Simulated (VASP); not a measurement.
Set up this calculation in VASP 6.6.1, as the native input.

- Task: single point
- Functional: PBE
- Potentials or basis: VASP PAW PBE potentials, release 64 (Si, Ge_d, P)
- Cutoff: 520 eV
- k mesh: 6 × 6 × 6
- Occupations: gaussian, width 0.1 eV
- Spin: no spin polarisation
- Dipole correction: no
- Further INCAR settings: ALGO = Normal; EDIFF = 1e-07; NBANDS = 28

The structure of Si2GeP3 lies in POSCAR:

```
Si2GeP3
1.0
    2.4384175258      1.4078210169      5.0431498413
   -2.4384175258      1.4078210169      5.0431498413
    0.0000000000     -2.8156420278      5.0431498430
Si Ge P
2 1 3
Direct
    0.5892493683      0.5892493683      0.5892493683
    0.4107506317      0.4107506317      0.4107506317
    0.0000000000      0.0000000000      0.0000000000
    0.0000000000      0.5000000000      0.0000000000
    0.5000000000      0.0000000000      0.0000000000
    0.0000000000      0.0000000000      0.5000000000
```

The cell was generated, and may not be a known phase.

These files were run (other wordings do the same):

INCAR

```
  PREC = Accurate
  ENCUT = 520
  EDIFF = 1E-7
  ISMEAR = 0
  SIGMA = 0.1
  LREAL = F
  LASPH = T
  NELM = 100
  ALGO = Normal
  ISIF = 2
  LWAVE = F
  LCHARG = T
  GGA = PE
  LELF = T
  LVHAR = T
  NBANDS = 28
```

KPOINTS

```
Automatic mesh
0
Gamma
  6 6 6
```

Potentials or basis: VASP PAW PBE potentials, release 64 (Si, Ge_d, P).

Command:

```bash
$ cat potpaw_PBE.64/Si/POTCAR potpaw_PBE.64/Ge_d/POTCAR potpaw_PBE.64/P/POTCAR > POTCAR
$ mpirun -np 1 vasp_std > vasp.out
```

Results of the run:

The pressure is 0.0 GPa and the band gap on the k mesh is zero (an odd number of electrons rules out a gap without spin polarisation).

Caveat: an odd number of electrons without spin polarisation forces a metal; a magnetic or distorted state may lie lower.

Run time: 3.3 min on 1 thread of Oxide Virtual Turin-like Processor (shared host), peak memory 0.33 GiB.
